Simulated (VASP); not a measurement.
Sr, 2 atoms in the cell. It takes space group P6_3/mmc (No. 194, hexagonal). Conventional cell: a = 4.536 Å, b = 4.536 Å, c = 7.050 Å, α = 90.00°, β = 90.00°, γ = 120.00°. Within 5.8 Å of Sr (site symmetry -6m2) lie 12 Sr at 4.39 to 4.54 Å. This isn't the form of Sr at room conditions, which is fcc. This cell differs from its parent crystal: strain +0.0525 x Voigt [1, 1, 0, 0, 0, 0].

- Program: VASP 6.6.1
- Task: single point
- Functional: PBEsol
- Potentials or basis: VASP PAW PBE potentials, release 64 (Sr_sv)
- Cutoff: 520 eV
- k mesh: 12 × 12 × 8
- Occupations: gaussian, width 0.15 eV
- Spin: no spin polarisation
- Dipole correction: no
- Further INCAR settings: ALGO = Fast; EDIFF = 1e-07; NBANDS = 17

Potentials or basis: VASP PAW PBE potentials, release 64 (Sr_sv).

Launch:

```bash
$ cat potpaw_PBE.64/Sr_sv/POTCAR > POTCAR
$ mpirun -np 1 vasp_std > vasp.out
```

Hardware: 1 thread of Intel Xeon 8259CL, on a shared host.

**Question.** How long does it take, and how much memory?

**Answer.** It took 9 min on 1 thread of Intel Xeon 8259CL, with other jobs on the host, peak memory 0.36 GiB. Counts: scf iterations 19, k points 95.
